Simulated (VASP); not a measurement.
Set up this calculation in VASP 6.6.1, as the native input.

- Task: single point
- Functional: PBE
- Potentials or basis: VASP PAW PBE potentials, release 64 (Ti_sv, Cu, F)
- Cutoff: 600 eV
- k mesh: 4 × 4 × 4
- Occupations: gaussian, width 0.1 eV
- Spin: collinear spin
- Starting moments: [1.0, 1.0, 0.0, 0.0, 0.0, 0.0] μB
- Dipole correction: no
- Further INCAR settings: ALGO = Normal; EDIFF = 1e-06; NBANDS = 38

The structure of TiCuF4 lies in POSCAR:

```
TiCuF4
1.0
    5.0801617334      0.0000000000      0.0000000000
    0.0000000000      5.0801617334      0.0000000000
    0.0000000000      0.0000000000      4.1056565669
Ti Cu F
1 1 4
Direct
    0.5000000000      0.5000000000      0.0000000000
    0.0000000000      0.0000000000      0.0000000000
    0.2654800664      0.2654800664      0.8032321595
    0.7345199336      0.7345199336      0.8032321595
    0.2654800664      0.7345199336      0.1967678405
    0.7345199336      0.2654800664      0.1967678405
```

The cell was generated, and may not be a known phase.

The input as run:

INCAR

```
PREC     = Accurate       # precision mode
ENCUT    = 600            # plane-wave cutoff, eV
EDIFF    = 1E-6           # SCF threshold, eV
ISMEAR   = 0              # smearing method
SIGMA    = 0.1            # smearing width, eV
LREAL    = False          # projectors in reciprocal space
LASPH    = True           # aspherical terms in the spheres
NELM     = 200            # most SCF steps
ALGO     = Normal         # electronic algorithm
ISIF     = 2              # what is computed and relaxed
LWAVE    = False          # write WAVECAR
LCHARG   = False          # write CHGCAR
ISPIN    = 2              # spin polarisation
MAGMOM   = 1 1 0 0 0 0    # initial moments
LORBIT   = 11             # projections on sites
LMAXMIX  = 4              # l up to which the mixer works
GGA      = PE             # functional
NBANDS   = 38             # bands
GGA_COMPAT= False
```

KPOINTS

```
regular mesh
0
Gamma
  4 4 4
```

Potentials or basis: VASP PAW PBE potentials, release 64 (Ti_sv, Cu, F).

Command:

```bash
$ cat potpaw_PBE.64/Ti_sv/POTCAR potpaw_PBE.64/Cu/POTCAR potpaw_PBE.64/F/POTCAR > POTCAR
$ mpirun -np 1 vasp_std > vasp.out
```

It gave:

```
Pressure                                              : 0.0 GPa
Largest force                                         : 0.097 eV/Å
Net moment                                            : 0.00 μB per cell
Valence electrons inside the program's atomic spheres : Ti 10.25; Cu 9.78; F 6.08
```

Caveat: the k points lie up to 0.38 Å⁻¹ apart.

It took 7.2 min on 1 thread of Oxide Virtual Turin-like Processor, with other jobs on the host, peak memory 0.34 GiB.
